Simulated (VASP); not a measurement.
Input of a VASP 6.6.1 run:

The input INCAR:

```
SYSTEM = AgBr
PREC = Accurate ; ENCUT = 500
EDIFF = 1E-6 ; ISMEAR = 0
SIGMA = 0.01 ; LREAL = .False.
LASPH = .True. ; NELM = 120
ALGO = Normal ; ISIF = 2
LWAVE = .False. ; LCHARG = .False.
GGA = PE ; NBANDS = 26
GGA_COMPAT = .False.
```

KPOINTS

```
Automatic mesh
0
Gamma
  6 6 4
  0 0 0
```

POSCAR

```
AgBr
1.0
    4.0907225603      0.0000000000      0.0418176668
    0.0000000000      4.0900388138      0.0000000000
   -0.0571167314      0.0000000000      5.7803848194
Ag Br
2 2
Direct
    0.7498190468      0.7500000000      0.7499454562
    0.2501809532      0.2500000000      0.2500545438
    0.2497690821      0.2500000000      0.7500045594
    0.7502309179      0.7500000000      0.2499954406
```

Potentials or basis: VASP PAW PBE potentials, release 64 (Ag, Br).

The run is started by

```bash
$ cat potpaw_PBE.64/Ag/POTCAR potpaw_PBE.64/Br/POTCAR > POTCAR
$ mpirun -np 1 vasp_std > vasp.out
```

(1) Estimate the band gap on the k mesh.

(2) Estimate the pressure.

Answers

(1) 0.67 eV.

(2) 1.2 GPa.
